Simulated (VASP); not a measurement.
# TaN (P-62m) in VASP: further runs

The runs below take TaN through single point, with PBEsol, BLYP+D4, BLYP+D3(BJ), LDA.

Program: VASP 6.6.1. These are calculated values, not measurements. Logs are shortened: lines on timing, memory, paths and dates and some standing lists are left out, and cuts for length are marked.

### Step 1. The cell of the first run

It takes space group P-62m (No. 189, hexagonal). The conventional cell has a = 5.196 Å, b = 5.196 Å, c = 2.911 Å, α = 90.00°, β = 90.00°, γ = 120.00°. Within 2.7 Å of Ta (site symmetry -62m) lie 3 N at 2.04 Å. Ta (site symmetry -6) has 6 N at 2.16 Å and 5 Ta at 2.91 to 3.00 Å within 3.0 Å. Within 3.0 Å of N (site symmetry m2m) lie 5 Ta at 2.04 to 2.16 Å and 6 N at 2.77 to 2.91 Å.

### Step 2. Single point, PBEsol, non-collinear spin, zero start, spin-orbit coupling

The input, INCAR:

```
SYSTEM = TaN
PREC = Accurate
ENCUT = 520
EDIFF = 1E-7
ISMEAR = -1
SIGMA = 0.05
LREAL = .False.
LASPH = .True.
NELM = 150
ALGO = Normal
ISIF = 2
LWAVE = .False.
LCHARG = .True.
MAGMOM = 0 0 0 0 0 0 0 0 0 0 0 0 0 0 0 0 0 0
LORBIT = 11
LSORBIT = .True.
GGA_COMPAT = .False.
LORBMOM = .True.
LMAXMIX = 4
GGA = PS
LVHAR = .True.
NBANDS = 64
```

The input, KPOINTS:

```
Automatic mesh
0
Gamma
  6 6 9
  0 0 0
```

The input, POSCAR:

```
TaN
1.0
    5.1960000000      0.0000000000      0.0000000000
   -2.5980000000      4.4998679981      0.0000000000
    0.0000000000      0.0000000000      2.9110000000
Ta N
3 3
Direct
    0.0000000000      0.0000000000      0.0000000000
    0.6666666667      0.3333333333      0.5000000000
    0.3333333333      0.6666666667      0.5000000000
    0.0000000000      0.3928500000      0.0000000000
    0.6071500000      0.6071500000      0.0000000000
    0.3928500000      0.0000000000      0.0000000000
```

Potentials or basis: VASP PAW PBE potentials, release 64 (Ta_pv, N).

On the command line:

```sh
> cat potpaw_PBE.64/Ta_pv/POTCAR potpaw_PBE.64/N/POTCAR > POTCAR
> mpirun -np 1 vasp_ncl > vasp.out
```

OUTCAR:

```text
SYSTEM = TaN
   PREC = Accurate
   ENCUT = 520
   EDIFF = 1E-7
   ISMEAR = -1
   LREAL = .False.
   LASPH = .True.
   NELM = 150
   ISIF = 2
   LORBIT = 11
   LSORBIT = .True.
   GGA = PS

 ion  position               nearest neighbor table
   1  0.000  0.000  0.000-   6 2.04   5 2.04   4 2.04   3 3.33   2 3.33   2 3.33   3 3.33   2 3.33
                             2 3.33   3 3.33   3 3.33   2 3.33   2 3.33   3 3.33   3 3.33
   2  0.667  0.333  0.500-   4 2.16   4 2.16   6 2.16   6 2.16   5 2.16   5 2.16   3 3.00   3 3.00
                             3 3.00   1 3.33   1 3.33   1 3.33   1 3.33   1 3.33   1 3.33
   3  0.333  0.667  0.500-   6 2.16   6 2.16   4 2.16   4 2.16   5 2.16   5 2.16   2 3.00   2 3.00
                             2 3.00   1 3.33   1 3.33   1 3.33   1 3.33   1 3.33   1 3.33
   4  0.000  0.393  0.000-   1 2.04   2 2.16   2 2.16   3 2.16   3 2.16
   5  0.607  0.607  0.000-   1 2.04   3 2.16   3 2.16   2 2.16   2 2.16
   6  0.393  0.000  0.000-   1 2.04   3 2.16   3 2.16   2 2.16   2 2.16

  LATTYP: Found a hexagonal cell.
 ALAT       =     5.1960000000
 C/A-ratio  =     0.5602386451

  Lattice vectors:

 A1 = (   5.1960000000,   0.0000000000,   0.0000000000)
 A2 = (  -2.5980000000,   4.4998679981,   0.0000000000)
 A3 = (   0.0000000000,   0.0000000000,   2.9110000000)

Analysis of symmetry for initial positions (statically):
=====================================================================
 Subroutine PRICEL returns:
 Original cell was already a primitive cell.

 Routine SETGRP: Setting up the symmetry group for a
 hexagonal supercell.

 Subroutine GETGRP returns: Found 12 space group operations
 (whereof 12 operations were pure point group operations)
 out of a pool of 24 trial point group operations.

The static configuration has the point symmetry D_3h.

Analysis of symmetry for dynamics (positions and initial velocities):
=====================================================================
 Subroutine PRICEL returns:
 Original cell was already a primitive cell.

 Routine SETGRP: Setting up the symmetry group for a
 hexagonal supercell.

 Subroutine GETGRP returns: Found 12 space group operations
 (whereof 12 operations were pure point group operations)
 out of a pool of 24 trial point group operations.

The dynamic configuration has the point symmetry D_3h.

Analysis of structural, dynamic, and magnetic symmetry:
=====================================================================
 Subroutine PRICEL returns:
 Original cell was already a primitive cell.

 Routine SETGRP: Setting up the symmetry group for a
 hexagonal supercell.

 Subroutine GETGRP returns: Found 12 space group operations
 (whereof 12 operations were pure point group operations)
 out of a pool of 24 trial point group operations.

The overall configuration has the point symmetry D_3h.
[... 1728 lines left out ...]
  6         0.000   0.000   0.000
 ----------------------------------------
            0.000  -0.000  -0.000

 orbital moment (y)

 # of ion     p       d       tot
 ----------------------------------------
  1        -0.000  -0.000  -0.000
  2         0.000  -0.000  -0.000
  3        -0.000   0.000   0.000
  4        -0.000   0.000  -0.000
  5        -0.000   0.000  -0.000
  6        -0.000   0.000  -0.000
 ----------------------------------------
           -0.000  -0.000  -0.000

 orbital moment (z)

 # of ion     p       d       tot
 ----------------------------------------
  1        -0.000   0.000   0.000
  2         0.000  -0.000  -0.000
  3        -0.000   0.000   0.000
  4        -0.000   0.000  -0.000
  5        -0.000   0.000  -0.000
  6         0.000   0.000   0.000
 ----------------------------------------
            0.000   0.000   0.000

 Spin-Orbit-Coupling matrix elements

 Ion:    1  E_soc:     -1.3440819
 l=   1
     0.0000000    -0.2093950    -0.2052714
    -0.2093950     0.0000000    -0.2093950
    -0.2052714    -0.2093950     0.0000000
 l=   2
     0.0000000    -0.0026639     0.0000000    -0.0026639    -0.0101851
    -0.0026639     0.0000000    -0.0120499    -0.0030391    -0.0026639
     0.0000000    -0.0120499     0.0000000    -0.0120499     0.0000000
    -0.0026639    -0.0030391    -0.0120499     0.0000000    -0.0026639
    -0.0101851    -0.0026639     0.0000000    -0.0026639     0.0000000
 l=   3
     0.0000000     0.0000000     0.0000000     0.0000000     0.0000000     0.0000000     0.0000000
     0.0000000     0.0000000     0.0000000     0.0000000     0.0000000     0.0000000     0.0000000
     0.0000000     0.0000000     0.0000000     0.0000000     0.0000000     0.0000000     0.0000000
     0.0000000     0.0000000     0.0000000     0.0000000     0.0000000     0.0000000     0.0000000
[... 89 lines left out ...]
 l=   2
     0.0000000     0.0000000     0.0000000     0.0000000     0.0000000
     0.0000000     0.0000000     0.0000000     0.0000000     0.0000000
     0.0000000     0.0000000     0.0000000     0.0000000     0.0000000
     0.0000000     0.0000000     0.0000000     0.0000000     0.0000000
     0.0000000     0.0000000     0.0000000     0.0000000     0.0000000
 l=   3
     0.0000000     0.0000000     0.0000000     0.0000000     0.0000000     0.0000000     0.0000000
     0.0000000     0.0000000     0.0000000     0.0000000     0.0000000     0.0000000     0.0000000
     0.0000000     0.0000000     0.0000000     0.0000000     0.0000000     0.0000000     0.0000000
     0.0000000     0.0000000     0.0000000     0.0000000     0.0000000     0.0000000     0.0000000
     0.0000000     0.0000000     0.0000000     0.0000000     0.0000000     0.0000000     0.0000000
     0.0000000     0.0000000     0.0000000     0.0000000     0.0000000     0.0000000     0.0000000
     0.0000000     0.0000000     0.0000000     0.0000000     0.0000000     0.0000000     0.0000000

 total charge

# of ion       s       p       d       tot
------------------------------------------
    1        0.334   6.223   2.435   8.992
    2        0.295   6.267   2.403   8.965
    3        0.295   6.267   2.403   8.965
    4        1.232   2.549   0.000   3.781
    5        1.232   2.549   0.000   3.781
    6        1.232   2.549   0.000   3.781
--------------------------------------------------
tot          4.620  26.403   7.242  38.265

 magnetization (x)

# of ion       s       p       d       tot
------------------------------------------
    1       -0.000   0.000   0.000  -0.000
    2        0.000  -0.000  -0.000  -0.000
    3       -0.000  -0.000   0.000   0.000
    4        0.000   0.000   0.000   0.000
    5        0.000  -0.000   0.000  -0.000
    6        0.000   0.000   0.000   0.000
--------------------------------------------------
tot         -0.000  -0.000   0.000   0.000

 magnetization (y)

# of ion       s       p       d       tot
------------------------------------------
    1        0.000   0.000  -0.000  -0.000
    2        0.000   0.000  -0.000  -0.000
    3        0.000   0.000   0.000   0.000
    4       -0.000   0.000   0.000  -0.000
    5        0.000   0.000   0.000   0.000
    6        0.000   0.000   0.000   0.000
--------------------------------------------------
tot          0.000   0.000  -0.000  -0.000

 magnetization (z)

# of ion       s       p       d       tot
------------------------------------------
    1        0.000   0.000  -0.000  -0.000
    2        0.000   0.000   0.000   0.000
    3       -0.000  -0.000  -0.000  -0.000
    4        0.000   0.000   0.000   0.000
    5        0.000  -0.000   0.000  -0.000
    6       -0.000   0.000   0.000  -0.000
--------------------------------------------------
tot          0.000  -0.000   0.000   0.000
```

Run time: 5.9 min. Hardware: 1 thread of Intel Xeon Platinum 8488C (Sapphire Rapids), shared host; peak memory 0.52 GiB.

What came out:

```
Free energy                                           : -73.4281 eV
Pressure                                              : -2.7 GPa
Largest force                                         : 0.010 eV/Å
Net moment                                            : 0.00 μB per cell
Valence electrons inside the program's atomic spheres : Ta 8.99, 8.96 (each value once); N 3.78
```

Forces in eV/Å, atoms in the order of the input:
```
Ta   0.000  0.000  0.000
Ta   0.000  0.000  0.000
Ta   0.000  0.000  0.000
N   -0.005  0.008  0.000
N   -0.005 -0.008  0.000
N    0.010  0.000  0.000
```

Moments on the atoms (μB; x, y, z):
```
Ta  0.00 0.00 0.00
Ta  0.00 0.00 0.00
Ta  0.00 0.00 0.00
N   0.00 0.00 0.00
N   0.00 0.00 0.00
N   0.00 0.00 0.00
```

Caveat: the PAW data sets were made with another functional, which shifts forces and pressure a little.

(Part 1 of 3 ends here.)
